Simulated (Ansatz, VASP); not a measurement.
## Two plane-wave programs on SrO

POSCAR

```
SrO
1.0
   -0.1475209593      2.7550546380      2.7550546380
    2.7550546380     -0.1475209593      2.7550546380
    2.7550546380      2.7550546380     -0.1475209593
Sr O
1 1
Direct
   -0.0047450189     -0.0047450189     -0.0047450189
    0.2547450189      0.2547450189      0.2547450189
```

The input INCAR.step1:

```
SYSTEM = SrO
ALGO     = Normal         ! electronic algorithm
EDIFF    = 1E-4           ! SCF threshold, eV
ENCUT    = 520            ! plane-wave cutoff, eV
GGA      = PE             ! functional
ISMEAR   = 0              ! smearing method
LASPH    = .TRUE.         ! aspherical terms in the spheres
LCHARG   = .FALSE.        ! write CHGCAR
LREAL    = .FALSE.        ! projectors in reciprocal space
LWAVE    = .TRUE.         ! write WAVECAR
NBANDS   = 15             ! bands
NELM     = 100            ! most SCF steps
PREC     = Accurate       ! precision mode
SIGMA    = 0.01           ! smearing width, eV
```

File INCAR.step2:

```
SYSTEM = SrO
ALGO     = Normal         ! electronic algorithm
EDIFF    = 1E-6           ! SCF threshold, eV
ENCUT    = 520            ! plane-wave cutoff, eV
ISIF     = 2              ! what is computed and relaxed
ISMEAR   = 0              ! smearing method
ISTART   = 1            
LASPH    = .TRUE.         ! aspherical terms in the spheres
LCHARG   = .FALSE.        ! write CHGCAR
LMIXTAU  = .TRUE.       
LREAL    = .FALSE.        ! projectors in reciprocal space
LWAVE    = .FALSE.        ! write WAVECAR
METAGGA  = R2SCAN         ! meta-GGA
NBANDS   = 15             ! bands
NELM     = 100            ! most SCF steps
PREC     = Accurate       ! precision mode
SIGMA    = 0.01           ! smearing width, eV
```

KPOINTS

```
k-points
0
G
  8 8 8
  0 0 0
```

Input for Ansatz:

```yaml
crystal:
  lattice:
    - [-0.1475209593, 2.755054638, 2.755054638]
    - [2.755054638, -0.1475209593, 2.755054638]
    - [2.755054638, 2.755054638, -0.1475209593]
  atoms:
    - { symbol: Sr, position: [-0.0047450189, -0.0047450189, -0.0047450189] }
    - { symbol: O, position: [0.2547450189, 0.2547450189, 0.2547450189] }
kpoints:
  mp_grid: { grid: [8, 8, 8] }
  band_path:
    path:
      - [0.0, 0.0, 0.0]
      - [-0.5, -0.5, 0.0]
      - [-0.375, -0.375, 0.25]
      - [-0.375, 0.0, 0.375]
      - [0.0, 0.0, 0.5]
      - [-0.5, -0.25, 0.25]
    npoints: 1
hamiltonian:
  xc: r2scan
scf:
  occupations: { method: fixed }
  n_extra_bands: 4
output:
  forces: true
  stress: true
  eigenvalues: true
```

Change from the starting cell: epitaxial_111 strain +4.0%.

Alike in both runs: task single point; functional r2SCAN; k mesh 8 × 8 × 8; no spin polarisation.

|  | VASP | Ansatz |
| --- | --- | --- |
| version | VASP 6.6.1 | Ansatz 0.2.0 |
| potentials or method | VASP PAW PBE potentials, release 64 (Sr_sv, O) | plane waves, PAW |
| plane-wave cutoff (eV) | 520 | 500 |
| occupations | gaussian, width 0.01 eV | fixed |
| valence electrons in the cell | 16 | 16 |

Ansatz gave:

| Property | Result |
| --- | --- |
| gap on the k mesh at the Fermi level (eV) | 2.78 |
| pressure (GPa) | -2.5 |
| traceless stress, the component that is largest in VASP (GPa) | 1.24 |
| rms of the force components (eV/Å) | 0.001 |

Task: Estimate VASP's values.

Result: gap on the k mesh at the Fermi level (eV): 2.80; pressure (GPa): -2.1; traceless stress, the component that is largest in VASP (GPa): 1.26; rms of the force components (eV/Å): 0.008.

VASP's potentials were made for PBE, not for r2SCAN. Atom by atom the forces differ by 0.009 eV/Å (rms over components).
